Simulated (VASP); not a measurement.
# Pt (P4mm) in VASP: relaxation of cell and atoms with PBE

Aim: the relaxation of cell and atoms of Pt with PBE.

All numbers are computed with VASP 6.6.1; they aren't measurements. Logs are shortened: lines on timing, memory, paths and dates and some standing lists are left out, and cuts for length are marked.

### Step 1. The cell of the first run

It takes space group P4mm (No. 99, tetragonal). Conventional cell: a = 4.386 Å, b = 4.386 Å, c = 2.538 Å, α = 90.00°, β = 90.00°, γ = 90.00°. Within 3.2 Å of Pt (site symmetry 2mm) lie 10 Pt at 2.33 to 3.10 Å. Within 3.1 Å of Pt (site symmetry 4mm) lie 10 Pt at 2.33 to 2.81 Å.

The cell was built from a structure type or drawn by symmetry, and may not be a known phase.

### Step 2. Relaxation of cell and atoms, PBE

File INCAR:

```
SYSTEM = Pt
  ALGO = Normal
  EDIFF = 1E-7
  EDIFFG = -0.04
  ENCUT = 600
  GGA = PE
  IBRION = 2
  ISIF = 3
  ISMEAR = 0
  LASPH = .TRUE.
  LCHARG = .FALSE.
  LREAL = .FALSE.
  LWAVE = .FALSE.
  NELM = 60
  NSW = 90
  PREC = Accurate
  SIGMA = 0.1
```

File KPOINTS:

```
k-points
0
G
  4 4 6
  0 0 0
```

File POSCAR:

```
Pt
1.0
    4.3856647600      0.0000000000      0.0000000000
    0.0000000000      4.3856647600      0.0000000000
    0.0000000000      0.0000000000      2.5381703500
Pt
3
Direct
    0.0000000000      0.5000000000      0.8292888700
    0.5000000000      0.0000000000      0.8292888700
    0.0000000000      0.0000000000      0.5229998200
```

Potentials or basis: VASP PAW PBE potentials, release 64 (Pt).

The run is started by

```console
> cat potpaw_PBE.64/Pt/POTCAR > POTCAR
> mpirun -np 1 vasp_std > vasp.out
```

OUTCAR:

```text
SYSTEM = Pt
   EDIFF = 1E-7
   EDIFFG = -0.04
   ENCUT = 600
   GGA = PE
   IBRION = 2
   ISIF = 3
   ISMEAR = 0
   LASPH = .TRUE.
   LREAL = .FALSE.
   NELM = 60
   NSW = 90
   PREC = Accurate

 ion  position               nearest neighbor table
   1  0.000  0.500  0.829-   3 2.33   3 2.33   3 2.81   3 2.81   2 3.10   2 3.10   2 3.10   2 3.10

   2  0.500  0.000  0.829-   3 2.33   3 2.33   3 2.81   3 2.81   1 3.10   1 3.10   1 3.10   1 3.10

   3  0.000  0.000  0.523-   1 2.33   2 2.33   1 2.33   2 2.33   1 2.81   1 2.81   2 2.81   2 2.81

  LATTYP: Found a simple tetragonal cell.
 ALAT       =     4.3856647600
 C/A-ratio  =     0.5787424459

  Lattice vectors:

 A1 = (   4.3856647600,   0.0000000000,   0.0000000000)
 A2 = (   0.0000000000,   4.3856647600,   0.0000000000)
 A3 = (   0.0000000000,   0.0000000000,   2.5381703500)

Analysis of symmetry for initial positions (statically):
=====================================================================
 Subroutine PRICEL returns:
 Original cell was already a primitive cell.

 Routine SETGRP: Setting up the symmetry group for a
 simple tetragonal supercell.

 Subroutine GETGRP returns: Found  8 space group operations
 (whereof  8 operations were pure point group operations)
 out of a pool of 16 trial point group operations.

The static configuration has the point symmetry C_4v.

Analysis of symmetry for dynamics (positions and initial velocities):
=====================================================================
 Subroutine PRICEL returns:
 Original cell was already a primitive cell.

 Routine SETGRP: Setting up the symmetry group for a
 simple tetragonal supercell.

 Subroutine GETGRP returns: Found  8 space group operations
 (whereof  8 operations were pure point group operations)
 out of a pool of 16 trial point group operations.

The dynamic configuration has the point symmetry C_4v.

 Subroutine INISYM returns: Found  8 space group operations
 (whereof  8 operations are pure point group operations),
 and found     1 'primitive' translations

----------------------------------------------------------------------------------------

                                     Primitive cell

  volume of cell :      48.8193

  direct lattice vectors                    reciprocal lattice vectors
     4.385664760  0.000000000  0.000000000     0.228015604  0.000000000  0.000000000
     0.000000000  4.385664760  0.000000000     0.000000000  0.228015604  0.000000000
     0.000000000  0.000000000  2.538170350     0.000000000  0.000000000  0.393984588

  length of vectors
     4.385664760  4.385664760  2.538170350     0.228015604  0.228015604  0.393984588

  position of ions in fractional coordinates (direct lattice)
     0.000000000  0.500000000  0.829288870
     0.500000000  0.000000000  0.829288870
     0.000000000  0.000000000  0.522999820

  ion indices of the primitive-cell ions
   primitive index   ion index
                 1           1
                 2           2
                 3           3

----------------------------------------------------------------------------------------

 KPOINTS: k-points

Automatic generation of k-mesh.
 Grid dimensions read from file:
 generate k-points for:    4    4    6

 Generating k-lattice:

  Cartesian coordinates                     Fractional coordinates (reciprocal lattice)
     0.057003901  0.000000000  0.000000000     0.250000000  0.000000000  0.000000000
     0.000000000  0.057003901  0.000000000     0.000000000  0.250000000  0.000000000
     0.000000000  0.000000000  0.065664098     0.000000000  0.000000000  0.166666667

  Length of vectors
     0.057003901  0.057003901  0.065664098

  Shift w.r.t. Gamma in fractional coordinates (k-lattice)
     0.000000000  0.000000000  0.000000000

 Subroutine IBZKPT returns following result:
 ===========================================

 Found     24 irreducible k-points:

 Following reciprocal coordinates:
            Coordinates               Weight
  0.000000  0.000000  0.000000      1.000000
  0.250000  0.000000  0.000000      4.000000
  0.500000  0.000000  0.000000      2.000000
  0.250000  0.250000  0.000000      4.000000
  0.500000  0.250000  0.000000      4.000000
  0.500000  0.500000  0.000000      1.000000
[... 16 lines left out ...]
  0.500000  0.250000  0.500000      4.000000
  0.500000  0.500000  0.500000      1.000000
   k-points           NKPTS =     24   k-points in BZ     NKDIM =     24   number of bands    NBANDS=     19
   number of dos      NEDOS =    301   number of ions     NIONS =      3
   total plane-waves  NPLWV =  25920
   dimension x,y,z NGX =    36 NGY =   36 NGZ =   20
   dimension x,y,z NGXF=    72 NGYF=   72 NGZF=   40
   ions per type =               3
   NGX,Y,Z   is equivalent  to a cutoff of  13.65, 13.65, 13.10 a.u.
   NGXF,Y,Z  is equivalent  to a cutoff of  27.29, 27.29, 26.20 a.u.
 SYSTEM =  Pt
   PREC   = accura    normal or accurate (medium, high low for compatibility)
   ISTART =      0    job   : 0-new  1-cont  2-samecut
   ICHARG =      2    charge: 1-file 2-atom 10-const
   ISPIN  =      1    spin polarized calculation?
   LNONCOLLINEAR =      F non collinear calculations
   LSORBIT =      F    spin-orbit coupling
   LASPH  =      T    aspherical Exc in radial PAW
   ENCUT  =  600.0 eV  44.10 Ry    6.64 a.u.   8.76  8.76  5.07*2*pi/ulx,y,z
   NELM   =     60;   NELMIN=  2; NELMDL= -5     # of ELM steps
   EDIFF  = 0.1E-06   stopping-criterion for ELM
   LREAL  =      F    real-space projection
   EDIFFG = -.4E-01   stopping-criterion for IOM
   NSW    =     90    number of steps for IOM
   IBRION =      2    ionic relax: 0-MD 1-quasi-New 2-CG
   NFREE  =      1    steps in history (QN), initial steepest desc. (CG)
   ISIF   =      3    stress and relaxation
   ISYM   =      2    0-nonsym 1-usesym 2-fastsym
   POTIM  = 0.5000    time-step for ionic-motion
   TEBEG  =    0.0;   TEEND  =   0.0 temperature during run
   PSTRESS=    0.0 pullay stress
   NELECT =      30.0000    total number of electrons
   NUPDOWN=      -1.0000    fix difference up-down
   EMIN   =  10.00;   EMAX   =-10.00  energy-range for DOS
   EFERMI =   0.00;   METHOD = LEGACY
   ISMEAR =     0;   SIGMA  =   0.10  broadening in eV -4-tet -1-fermi 0-gaus
   EFERMI_NEDOS =   21; number of points for ismear=-14 and -15
   IALGO  =     38    algorithm
   IMIX   =      4    mixing-type and parameters
     AMIX     =   0.40;   BMIX     =  1.00
     AMIX_MAG =   1.60;   BMIX_MAG =  1.00
  volume/ion in A,a.u.               =      16.27       109.82
  Fermi-wavevector in a.u.,A,eV,Ry     =   1.391825  2.630168 26.356900  1.937177
  Thomas-Fermi vector in A             =   2.515627
   LORBIT       =      0    0 simple, 1 ext, 2 COOP (PROOUT), +10 PAW based schemes
   GGA     = PE    functional components
   LHFCALC =     F    Hartree Fock is set to
   AEXX    =    0.0000 exact exchange contribution
   IVDW    =     0    specifies the selected vdW correction
   LEPSILON=     F    determine dielectric tensor
   LRPA    =     F    only Hartree local field effects (RPA)
 conjugate gradient relaxation of ions
 non-spin polarized calculation
 Gauss-broadening in eV      SIGMA  =   0.10
  energy-cutoff  :      600.00
  volume of cell :       48.82
 maximum number of plane-waves:      1664
 NGX is ok and might be reduce to    36
   NGX = 17   NGY = 17   NGZ = 11

--------------------------------------- Ionic step        1  -------------------------------------------

 number of electron      29.9999997 magnetization

 Free energy of the ion-electron system (eV)
  ---------------------------------------------------
  ext. energy  EPLUGINS =         0.00000000
  ---------------------------------------------------
  free energy    TOTEN  =       -14.11356442 eV

  energy without entropy =      -14.08822932  energy(sigma->0) =      -14.10089687

------------------------ aborting loop because EDIFF is reached ----------------------------------------

  FORCE on cell =-STRESS in cart. coord.  units (eV):
  Direction    XX          YY          ZZ          XY          YZ          ZX
  --------------------------------------------------------------------------------------
  -------------------------------------------------------------------------------------
  Total       18.8763796     18.8763796     21.4760961      0.0000000      0.0000000      0.0000000
  in kB      619.4947852    619.4947852    704.8136284      0.0000000      0.0000000      0.0000000
  external PRESSURE =     647.9343996 kB  Pullay stress =       0.0000000 kB
[... 59 lines left out ...]
  energy  without entropy=      -10.1827409180  energy(sigma->0) =      -10.21853913

--------------------------------------- Ionic step        3  -------------------------------------------

 number of electron      29.9999995 magnetization

 E-fermi :   2.5682     XC(G=0):  -9.6782

 val. band max:        2.5584979233   @ k =   0.2500   0.2500   0.0000
 cond. band min:       2.5749747807   @ k =   0.0000   0.0000   0.3333
 fundamental gap:      0.0164768573
 Fermi energy:         2.5682239106

 k-point     1 :       0.0000    0.0000    0.0000
  band No.  band energies     occupation
      1      -3.1348      2.00000
      2      -1.0844      2.00000
      3      -0.9488      2.00000
      4      -0.1752      2.00000
      5       0.6763      2.00000
      6       0.7311      2.00000
[... 11 lines left out ...]
     18       4.5518      0.00000
     19       5.4856      0.00000
[... 534 lines left out ...]
  FREE ENERGIE OF THE ION-ELECTRON SYSTEM (eV)
  ---------------------------------------------------
  free  energy   TOTEN  =       -13.8379254450 eV

  energy  without entropy=      -13.7853950940  energy(sigma->0) =      -13.81166027

[... ionic steps 4 to 13 ...]

--------------------------------------- Ionic step       14  -------------------------------------------

 number of electron      30.0000007 magnetization

------------------------ aborting loop because EDIFF is reached ----------------------------------------

  FORCE on cell =-STRESS in cart. coord.  units (eV):
  Direction    XX          YY          ZZ          XY          YZ          ZX
  --------------------------------------------------------------------------------------
  -------------------------------------------------------------------------------------
  Total        0.4870986      0.4870986      0.5266054      0.0000000      0.0000000      0.0000000
  in kB       13.9237279     13.9237279     15.0530327      0.0000000      0.0000000      0.0000000
  external PRESSURE =      14.3001628 kB  Pullay stress =       0.0000000 kB
[... 59 lines left out ...]
  energy  without entropy=      -17.2020234037  energy(sigma->0) =      -17.21014372

--------------------------------------- Ionic step       16  -------------------------------------------

 number of electron      30.0000006 magnetization

 Free energy of the ion-electron system (eV)
  ---------------------------------------------------
  ext. energy  EPLUGINS =         0.00000000
  ---------------------------------------------------
  free energy    TOTEN  =       -17.21859012 eV

  energy without entropy =      -17.20234871  energy(sigma->0) =      -17.21046942

 E-fermi :   7.4491     XC(G=0): -11.8794

 val. band max:        7.3810004131   @ k =   0.2500   0.2500   0.5000
 cond. band min:       7.4650608831   @ k =   0.0000   0.0000   0.3333
 fundamental gap:      0.0840604700
 Fermi energy:         7.4491048577

 k-point     1 :       0.0000    0.0000    0.0000
  band No.  band energies     occupation
      1      -1.5631      2.00000
      2       0.9462      2.00000
      3       1.1199      2.00000
      4       2.1024      2.00000
      5       3.6757      2.00000
      6       3.6757      2.00000
[... 11 lines left out ...]
     18       8.6476      0.00000
     19      12.8068      0.00000
[... 534 lines left out ...]
  FREE ENERGIE OF THE ION-ELECTRON SYSTEM (eV)
  ---------------------------------------------------
  free  energy   TOTEN  =       -17.2185901246 eV

  energy  without entropy=      -17.2023487071  energy(sigma->0) =      -17.21046942

 reached required accuracy - stopping structural energy minimisation
```

Run time: 1.9 min. Hardware: 1 thread of Intel Xeon 6975P-C (Granite Rapids), shared host; peak memory 0.18 GiB.

Results:

* Free energy: -17.2186 eV
* Relaxed volume: 18.82 Å³/atom
* Relaxed cell: a = 4.524 Å, b = 4.524 Å, c = 2.759 Å, α = 90.00°, β = 90.00°, γ = 90.00°
* Space group after relaxing (to 0.1 Å): P4/mmm (No. 123)
* Pressure after relaxing: 0.0 GPa
* Largest force after relaxing: 0.011 eV/Å
* Band gap on the k mesh: zero (bands 15 and 16 overlap by 1.41 eV)

Forces on the atoms (eV/Å):
```
Pt   0.000  0.000 -0.006
Pt   0.000  0.000 -0.006
Pt   0.000  0.000  0.011
```

Stress tensor (GPa, compression positive):
```
 0.06  0.00  0.00
 0.00  0.06  0.00
 0.00  0.00 -0.06
```

Final structure:
```
Pt
1.0
     4.52418    0.00000    0.00000
     0.00000    4.52418    0.00000
     0.00000    0.00000    2.75895
Pt
3
Direct
  0.00000 0.50000 0.89398
  0.50000 0.00000 0.89398
  0.00000 0.00000 0.39362
```

Caveat: the k points lie up to 0.38 Å⁻¹ apart in the final cell, too coarse for converged energies and pressures of a metal; the volume moved by over 15 % at a fixed basis, so the end points are rough; spin-orbit coupling is left out, which moves the levels of the heavy elements.
